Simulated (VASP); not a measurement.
# TiO2 (I4/mmm) in VASP: further runs

TiO2 is run at these levels: PBE, r2SCAN; tasks: single point.

Everything below comes from runs of VASP 6.6.1. Logs are shortened: lines on timing, memory, paths and dates and some standing lists are left out, and cuts for length are marked.

## (1) The cell of the first run

The structure is tetragonal, space group I4/mmm (No. 139). The conventional cell has a = 3.497 Å, b = 3.497 Å, c = 4.759 Å, α = 90.00°, β = 90.00°, γ = 90.00°. Ti (site symmetry 4/mmm) has 8 O at 2.11 Å within 2.8 Å. Within 2.8 Å of O (site symmetry -4m2) lie 4 Ti at 2.11 Å and 6 O at 2.38 to 2.47 Å.

## (2) Single point, PBE (epitaxial xy strain +3.2%)

Contents of INCAR:

```
PREC = Accurate
ENCUT = 520
EDIFF = 1E-6
ISMEAR = -1
SIGMA = 0.02
LREAL = False
LASPH = True
NELM = 60
ALGO = Normal
ISIF = 2
LWAVE = False
LCHARG = False
GGA = PE
NBANDS = 19
```

Contents of KPOINTS:

```
regular mesh
0
Gamma
  10 10 10
```

Contents of POSCAR:

```
TiO2
1.0
    0.0000000000      2.4725669993      2.3792659785
    2.4725669993      0.0000000000      2.3792659785
    2.4725669993      2.4725669993      0.0000000000
Ti O
1 2
Direct
    0.0000000000      0.0000000000      0.0000000000
    0.2500000000      0.2500000000      0.2500000000
    0.7500000000      0.7500000000      0.7500000000
```

Potentials or basis: VASP PAW PBE potentials, release 64 (Ti_sv, O).

Launch:

```console
cat potpaw_PBE.64/Ti_sv/POTCAR potpaw_PBE.64/O/POTCAR > POTCAR
mpirun -np 1 vasp_std > vasp.out
```

OUTCAR:

```text
PREC = Accurate
   ENCUT = 520
   EDIFF = 1E-6
   ISMEAR = -1
   LREAL = False
   LASPH = True
   NELM = 60
   ISIF = 2
   GGA = PE

 ion  position               nearest neighbor table
   1  0.000  0.000  0.000-   3 2.11   3 2.11   3 2.11   2 2.11   3 2.11   2 2.11   2 2.11   2 2.11

   2  0.250  0.250  0.250-   1 2.11   1 2.11   1 2.11   1 2.11
   3  0.750  0.750  0.750-   1 2.11   1 2.11   1 2.11   1 2.11

  LATTYP: Found a body centered tetragonal cell.
 ALAT       =     3.4967377843
 C/A-ratio  =     1.3608489542

  Lattice vectors:

 A1 = (   0.0000000000,  -2.4725669993,  -2.3792659785)
 A2 = (   0.0000000000,   2.4725669993,  -2.3792659785)
 A3 = (   2.4725669993,   0.0000000000,   2.3792659785)

Analysis of symmetry for initial positions (statically):
=====================================================================
 Subroutine PRICEL returns:
 Original cell was already a primitive cell.

 Routine SETGRP: Setting up the symmetry group for a
 body centered tetragonal supercell.

 Subroutine GETGRP returns: Found 16 space group operations
 (whereof 16 operations were pure point group operations)
 out of a pool of 16 trial point group operations.

The static configuration has the point symmetry D_4h.

Analysis of symmetry for dynamics (positions and initial velocities):
=====================================================================
 Subroutine PRICEL returns:
 Original cell was already a primitive cell.

 Routine SETGRP: Setting up the symmetry group for a
 body centered tetragonal supercell.

 Subroutine GETGRP returns: Found 16 space group operations
 (whereof 16 operations were pure point group operations)
 out of a pool of 16 trial point group operations.

The dynamic configuration has the point symmetry D_4h.

 Subroutine INISYM returns: Found 16 space group operations
 (whereof 16 operations are pure point group operations),
 and found     1 'primitive' translations

----------------------------------------------------------------------------------------

                                     Primitive cell

  volume of cell :      29.0917

  direct lattice vectors                    reciprocal lattice vectors
     0.000000000  2.472566999  2.379265978    -0.202218989  0.202218989  0.210148846
     2.472566999  0.000000000  2.379265978     0.202218989 -0.202218989  0.210148846
     2.472566999  2.472566999  0.000000000     0.202218989  0.202218989 -0.210148846
[... 84 lines left out ...]
   ENCUT  =  520.0 eV  38.22 Ry    6.18 a.u.   6.38  6.38  6.50*2*pi/ulx,y,z
   NELM   =     60;   NELMIN=  2; NELMDL= -5     # of ELM steps
   EDIFF  = 0.1E-05   stopping-criterion for ELM
   LREAL  =      F    real-space projection
   EDIFFG = 0.1E-04   stopping-criterion for IOM
   NSW    =      0    number of steps for IOM
   IBRION =     -1    ionic relax: 0-MD 1-quasi-New 2-CG
   NFREE  =      0    steps in history (QN), initial steepest desc. (CG)
   ISIF   =      2    stress and relaxation
   ISYM   =      2    0-nonsym 1-usesym 2-fastsym
   POTIM  = 0.5000    time-step for ionic-motion
   TEBEG  =    0.0;   TEEND  =   0.0 temperature during run
   PSTRESS=    0.0 pullay stress
   NELECT =      24.0000    total number of electrons
   NUPDOWN=      -1.0000    fix difference up-down
   EMIN   =  10.00;   EMAX   =-10.00  energy-range for DOS
   EFERMI =   0.00;   METHOD = LEGACY
   ISMEAR =    -1;   SIGMA  =   0.02  broadening in eV -4-tet -1-fermi 0-gaus
   EFERMI_NEDOS =   21; number of points for ismear=-14 and -15
   IALGO  =     38    algorithm
   IMIX   =      4    mixing-type and parameters
     AMIX     =   0.40;   BMIX     =  1.00
     AMIX_MAG =   1.60;   BMIX_MAG =  1.00
  volume/ion in A,a.u.               =       9.70        65.44
  Fermi-wavevector in a.u.,A,eV,Ry     =   1.535402  2.901490 32.075196  2.357460
  Thomas-Fermi vector in A             =   2.642196
   LORBIT       =      0    0 simple, 1 ext, 2 COOP (PROOUT), +10 PAW based schemes
   GGA     = PE    functional components
   LHFCALC =     F    Hartree Fock is set to
   AEXX    =    0.0000 exact exchange contribution
   IVDW    =     0    specifies the selected vdW correction
   LEPSILON=     F    determine dielectric tensor
   LRPA    =     F    only Hartree local field effects (RPA)
 non-spin polarized calculation
  energy-cutoff  :      520.00
  volume of cell :       29.09
 maximum number of plane-waves:       802
 NGX is ok and might be reduce to    28
   NGX = 13   NGY = 13   NGZ = 13

 number of electron      24.0000005 magnetization

 Free energy of the ion-electron system (eV)
  ---------------------------------------------------
  ext. energy  EPLUGINS =         0.00000000
  ---------------------------------------------------
  free energy    TOTEN  =       -25.97294251 eV

  energy without entropy =      -25.97294251  energy(sigma->0) =      -25.97294251

 E-fermi :   7.3632     XC(G=0): -11.9390

 val. band max:        7.0003575613   @ k =   0.5000   0.5000   0.0000
 cond. band min:       7.7000939376   @ k =   0.0000   0.0000   0.0000
 fundamental gap:      0.6997363763
 Fermi energy:         7.3632042512

 k-point     1 :       0.0000    0.0000    0.0000
  band No.  band energies     occupation
      1     -51.1600      2.00000
      2     -27.2488      2.00000
      3     -27.2414      2.00000
      4     -27.2414      2.00000
      5     -12.6291      2.00000
      6      -9.1109      2.00000
[... 505 lines left out ...]
      6     -10.4368      2.00000
[... 11 lines left out ...]
     18      16.8457      0.00000
     19      20.1115      0.00000

 [... further k-points ...]

------------------------ aborting loop because EDIFF is reached ----------------------------------------

  FORCE on cell =-STRESS in cart. coord.  units (eV):
  Direction    XX          YY          ZZ          XY          YZ          ZX
  --------------------------------------------------------------------------------------
  -------------------------------------------------------------------------------------
  Total       -2.3379739     -2.3379739      1.0823425      0.0000000     -0.0000000     -0.0000000
  in kB     -128.7600458   -128.7600458     59.6082199      0.0000000     -0.0000000     -0.0000000
  external PRESSURE =     -65.9706239 kB  Pullay stress =       0.0000000 kB

 VOLUME and BASIS-vectors are now :
 -----------------------------------------------------------------------------
  energy-cutoff  :      520.00
  volume of cell :       29.09
      direct lattice vectors                 reciprocal lattice vectors
     0.000000000  2.472566999  2.379265978    -0.202218989  0.202218989  0.210148846
     2.472566999  0.000000000  2.379265978     0.202218989 -0.202218989  0.210148846
     2.472566999  2.472566999  0.000000000     0.202218989  0.202218989 -0.210148846

 POSITION                                       TOTAL-FORCE (eV/Angst)
 -----------------------------------------------------------------------------------
      0.00000      0.00000      0.00000         0.000000     -0.000000     -0.000000
      1.23628      1.23628      1.18963         0.000000      0.000000     -0.000000
      3.70885      3.70885      3.56890        -0.000000     -0.000000      0.000000
 -----------------------------------------------------------------------------------
    total drift:                                0.000000      0.000000      0.000000

  FREE ENERGIE OF THE ION-ELECTRON SYSTEM (eV)
  ---------------------------------------------------
  free  energy   TOTEN  =       -25.9729425082 eV

  energy  without entropy=      -25.9729425082  energy(sigma->0) =      -25.97294251
```

It took 65 s on 1 thread of Intel Xeon Platinum 8259CL at 2.50GHz (Skylake/Cascade Lake), shared host; peak memory 0.19 GiB.

What came out:

* Free energy: -25.9729 eV
* Pressure: -6.6 GPa
* Band gap on the k mesh: 0.70 eV, indirect (least direct gap 1.42 eV)

Caveat: the cell differs from its parent crystal (epitaxial xy strain +3.2%). A k mesh can miss the band edges.

## (3) Single point, PBE (biaxial xy strain +3.9%)

Contents of INCAR:

```
ALGO = Normal ; EDIFF = 1E-7
ENCUT = 520 ; GGA = PE
ISIF = 2 ; ISMEAR = -1
LASPH = T ; LCHARG = F
LREAL = F ; LWAVE = F
NBANDS = 19 ; NELM = 80
PREC = Accurate ; SIGMA = 0.02
```

Contents of KPOINTS:

```
k-points
0
Gamma
  10 10 10
```

Contents of POSCAR:

```
TiO2
1.0
    0.0000000000      2.4900638382      2.3968272579
    2.4900638382      0.0000000000      2.3968272579
    2.4900638382      2.4900638382      0.0000000000
Ti O
1 2
Direct
    0.0000000000      0.0000000000      0.0000000000
    0.2500000000      0.2500000000      0.2500000000
    0.7500000000      0.7500000000      0.7500000000
```

Potentials or basis: VASP PAW PBE potentials, release 64 (Ti_sv, O).

Launch:

```console
cat potpaw_PBE.64/Ti_sv/POTCAR potpaw_PBE.64/O/POTCAR > POTCAR
mpirun -np 1 vasp_std > vasp.out
```

Wall time 72 s (1 thread of Intel Xeon Platinum 8259CL at 2.50GHz (Skylake/Cascade Lake), shared host); peak memory 0.19 GiB.

The run converged. Its results:

```yaml
Free_energy: -25.9398 eV
Pressure: -11.1 GPa
Band_gap_on_the_k_mesh: 0.69 eV, indirect (least direct gap 1.39 eV)
```

Stress tensor (GPa, compression positive):
```
-17.08   0.00   0.00
  0.00 -17.08   0.00
  0.00   0.00   0.95
```

Levels at points of the mesh, in eV from the valence-band top:
```csv
k point,band 8,band 9,band 10,band 11,band 12,band 13,band 14,band 15,band 16,band 17
"(0.00, 0.00, 0.00)",-5.75,-5.75,-1.28,-1.28,-0.71,0.69,0.85,4.47,4.58,4.58
"(0.50, 0.00, 0.00)",-4.70,-3.43,-3.40,-2.69,-2.59,1.05,1.11,2.20,4.18,4.20
"(0.50, 0.50, 0.00)",-4.64,-4.64,-2.30,-2.30,0.00,1.39,1.45,2.34,3.54,3.54
"(0.50, 0.00, 0.50)",-4.70,-4.43,-2.47,-1.85,-0.41,1.24,1.51,2.14,3.39,3.54
```

Caveat: the cell differs from its parent crystal (biaxial xy strain +3.9%). A k mesh can miss the band edges.

## (4) Single point, r2SCAN (epitaxial xy strain +3.2%)

Contents of POSCAR:

```
TiO2
1.0
    0.0000000000      2.4725669993      2.3792659785
    2.4725669993      0.0000000000      2.3792659785
    2.4725669993      2.4725669993      0.0000000000
Ti O
1 2
Direct
    0.0000000000      0.0000000000      0.0000000000
    0.2500000000      0.2500000000      0.2500000000
    0.7500000000      0.7500000000      0.7500000000
```

Contents of INCAR.step1:

```
PREC = Accurate
ENCUT = 520
ISMEAR = 0
SIGMA = 0.01
LREAL = F
LASPH = T
NELM = 100
NBANDS = 19
GGA = PE
ALGO = Normal
EDIFF = 1E-4
LWAVE = T
LCHARG = F
```

Contents of INCAR.step2:

```
PREC = Accurate
ENCUT = 520
EDIFF = 1E-6
ISMEAR = 0
SIGMA = 0.01
LREAL = F
LASPH = T
NELM = 100
ALGO = Normal
ISIF = 2
LWAVE = F
LCHARG = F
METAGGA = R2SCAN
LMIXTAU = T
NBANDS = 19
ISTART = 1
```

Contents of KPOINTS:

```
regular mesh
0
Gamma
  10 10 10
```

Launch:

```console
cat potpaw_PBE.64/Ti_sv/POTCAR potpaw_PBE.64/O/POTCAR > POTCAR
cp INCAR.step1 INCAR
mpirun -np 1 vasp_std > vasp.out
cp INCAR.step2 INCAR
mpirun -np 1 vasp_std > vasp.out
```

Wall time 3.9 min (1 thread of Intel Xeon Platinum 8259CL at 2.50GHz (Skylake/Cascade Lake), shared host); peak memory 0.2 GiB.

Results (log left out):

| Quantity | Value |
| --- | --- |
| Free energy | -34.0016 eV |
| Pressure | -12.1 GPa |
| Band gap on the k mesh | 1.09 eV, indirect (least direct gap 1.81 eV) |

Stress tensor (GPa, compression positive):
```
-18.83   0.00   0.00
  0.00 -18.83   0.00
  0.00   0.00   1.47
```

Levels at points of the mesh, in eV from the valence-band top:
```tsv
k point	band 8	band 9	band 10	band 11	band 12	band 13	band 14	band 15	band 16	band 17
(0.00, 0.00, 0.00)	-6.06	-6.06	-1.37	-1.37	-0.76	1.09	1.25	4.90	5.03	5.03
(0.50, 0.00, 0.00)	-4.93	-3.62	-3.52	-2.84	-2.73	1.42	1.49	2.55	4.62	4.64
(0.50, 0.50, 0.00)	-4.89	-4.89	-2.42	-2.42	0.00	1.81	1.85	2.71	3.92	3.92
(0.50, 0.00, 0.50)	-4.95	-4.67	-2.60	-1.93	-0.44	1.64	1.93	2.50	3.76	3.93
```

Caveat: the cell differs from its parent crystal (epitaxial xy strain +3.2%); the PAW data sets were made with another functional, which shifts forces and pressure a little. A k mesh can miss the band edges.

## (5) Single point, r2SCAN (biaxial xy strain +3.9%)

Contents of POSCAR:

```
TiO2
1.0
    0.0000000000      2.4900638382      2.3968272579
    2.4900638382      0.0000000000      2.3968272579
    2.4900638382      2.4900638382      0.0000000000
Ti O
1 2
Direct
    0.0000000000      0.0000000000      0.0000000000
    0.2500000000      0.2500000000      0.2500000000
    0.7500000000      0.7500000000      0.7500000000
```

Contents of INCAR.step1:

```
SYSTEM = TiO2
PREC = Accurate
ENCUT = 520
ISMEAR = 0
SIGMA = 0.01
LREAL = .FALSE.
LASPH = .TRUE.
NELM = 80
NBANDS = 19
GGA = PE
ALGO = Normal
EDIFF = 1E-4
LWAVE = .TRUE.
LCHARG = .FALSE.
```

Contents of INCAR.step2:

```
SYSTEM = TiO2
PREC = Accurate
ENCUT = 520
EDIFF = 1E-6
ISMEAR = 0
SIGMA = 0.01
LREAL = .FALSE.
LASPH = .TRUE.
NELM = 80
ALGO = Normal
ISIF = 2
LWAVE = .FALSE.
LCHARG = .FALSE.
METAGGA = R2SCAN
LMIXTAU = .TRUE.
NBANDS = 19
ISTART = 1
```

Contents of KPOINTS:

```
regular mesh
0
G
  10 10 10
  0 0 0
```

Launch:

```console
cat potpaw_PBE.64/Ti_sv/POTCAR potpaw_PBE.64/O/POTCAR > POTCAR
cp INCAR.step1 INCAR
mpirun -np 1 vasp_std > vasp.out
cp INCAR.step2 INCAR
mpirun -np 1 vasp_std > vasp.out
```

Run time: 4.2 min. Hardware: 1 thread of Intel Xeon Platinum 8259CL at 2.50GHz (Skylake/Cascade Lake), shared host; peak memory 0.2 GiB.

Results (log left out):

```
Free energy            : -33.9469 eV
Pressure               : -16.6 GPa
Band gap on the k mesh : 1.08 eV, indirect (least direct gap 1.77 eV)
```

Stress tensor (GPa, compression positive):
```
-23.10   0.00   0.00
  0.00 -23.10   0.00
  0.00   0.00  -3.67
```

Levels at points of the mesh, in eV from the valence-band top:
```tsv
k point	band 10	band 11	band 12	band 13	band 14	band 15
(0.00, 0.00, 0.00)	-1.33	-1.33	-0.74	1.08	1.23	4.76
(0.50, 0.00, 0.00)	-3.47	-2.78	-2.67	1.39	1.46	2.45
(0.50, 0.50, 0.00)	-2.36	-2.36	0.00	1.77	1.81	2.60
(0.50, 0.00, 0.50)	-2.54	-1.89	-0.42	1.60	1.88	2.40
```

Caveat: the cell differs from its parent crystal (biaxial xy strain +3.9%); the PAW data sets were made with another functional, which shifts forces and pressure a little. A k mesh can miss the band edges.

## (6) The runs side by side

```csv
level,cell,smearing,gap on the mesh (eV),pressure (GPa)
PBE,"a = 3.431, b = 3.431, c = 3.497 Å, angles 59.4, 59.4, 61.3°, 3 atoms",fermi-dirac 0.02 eV,0.70,-6.6
PBE,"a = 3.456, b = 3.456, c = 3.521 Å, angles 59.4, 59.4, 61.3°, 3 atoms",fermi-dirac 0.02 eV,0.69,-11.1
r2SCAN,"a = 3.431, b = 3.431, c = 3.497 Å, angles 59.4, 59.4, 61.3°, 3 atoms",gaussian 0.01 eV,1.09,-12.1
r2SCAN,"a = 3.456, b = 3.456, c = 3.521 Å, angles 59.4, 59.4, 61.3°, 3 atoms",gaussian 0.01 eV,1.08,-16.6
```

Alike in all rows: task single point; potentials or basis VASP PAW PBE potentials, release 64 (Ti_sv, O); no spin polarisation; k mesh 10 × 10 × 10; cutoff (eV) 520.

Caveats: the PAW data sets were made with another functional, which shifts forces and pressure a little (some runs).

Total energies depend on the potentials used, so only differences within one code and one set of settings carry meaning.
